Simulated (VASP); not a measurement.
Here is a VASP 6.6.1 calculation.

The input INCAR:

```
PREC     = Accurate       # precision mode
ENCUT    = 520            # plane-wave cutoff, eV
EDIFF    = 1E-6           # SCF threshold, eV
ISMEAR   = -1             # smearing method
SIGMA    = 0.1            # smearing width, eV
LREAL    = F              # projectors in reciprocal space
LASPH    = T              # aspherical terms in the spheres
NELM     = 80             # most SCF steps
ALGO     = Normal         # electronic algorithm
ISIF     = 2              # what is computed and relaxed
LWAVE    = F              # write WAVECAR
LCHARG   = F              # write CHGCAR
GGA      = PE             # functional
NBANDS   = 24             # bands
```

File KPOINTS:

```
regular mesh
0
Gamma
  17 17 5
```

POSCAR

```
Fe
1.0
    2.4510253733      0.0000000000      0.0000000000
   -1.2255126867      2.1226502386      0.0000000000
    0.0000000000      0.0000000000      7.8893909116
Fe
4
Direct
    1.0000000000      1.0000000000      0.0000000000
    0.0000000000      0.0000000000      0.5000000000
    0.3333333333      0.6666666667      0.2500000000
    0.6666666667      0.3333333333      0.7500000000
```

Potentials or basis: VASP PAW PBE potentials, release 64 (Fe).

Command:

```sh
$ cat potpaw_PBE.64/Fe/POTCAR > POTCAR
$ mpirun -np 1 vasp_std > vasp.out
```

(1) Estimate the pressure.

(2) What does it give for the band gap on the k mesh?

Answers

(1) -0.7 GPa.

(2) zero (band 16 reaches 7.72 eV, above the bottom of band 17 at 6.02 eV).

Caveat: the run has no spin polarisation, though such a crystal can be magnetic.
